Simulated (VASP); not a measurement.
## K3SrAg3: single point with PBE

Crystal: K3SrAg3.

```
CELL_PARAMETERS angstrom
7.38936 0.00000 0.00000
0.00000 7.38936 0.00000
0.00000 0.00000 7.38936
ATOMIC_POSITIONS crystal
K 0.00000 0.50000 0.50000
K 0.50000 0.50000 0.00000
K 0.50000 0.00000 0.50000
Sr 0.50000 0.50000 0.50000
Ag 0.00000 0.50000 0.00000
Ag 0.50000 0.00000 0.00000
Ag 0.00000 0.00000 0.50000
```

The cell was generated, and may not be a known phase.

| Property | Result |
| --- | --- |
| Program | VASP 6.6.1 |
| Task | single point |
| Functional | PBE |
| Potentials or basis | VASP PAW PBE potentials, release 64 (K_sv, Sr_sv, Ag) |
| Cutoff | 520 eV |
| k mesh | 4 × 4 × 4 |
| Occupations | gaussian, width 0.1 eV |
| Spin | no spin polarisation |

- Pressure: 0.1 GPa

Levels at points of the mesh, in eV from the Fermi level:
```
           k point  band 33  band 34  band 35  band 36  band 37  band 38
(0.00, 0.00, 0.00)    -0.48    -0.48    -0.13     1.01     1.01     1.01
(0.50, 0.00, 0.00)    -1.48    -0.17    -0.10     0.65     0.78     0.78
(0.50, 0.50, 0.00)    -1.04    -1.04    -0.84     0.86     0.86     1.10
(0.50, 0.50, 0.50)    -0.71    -0.71    -0.65     0.08     0.08     0.08
```

It took 6.3 min on 1 thread of Intel Xeon 8259CL, on a shared host, peak memory 0.53 GiB.
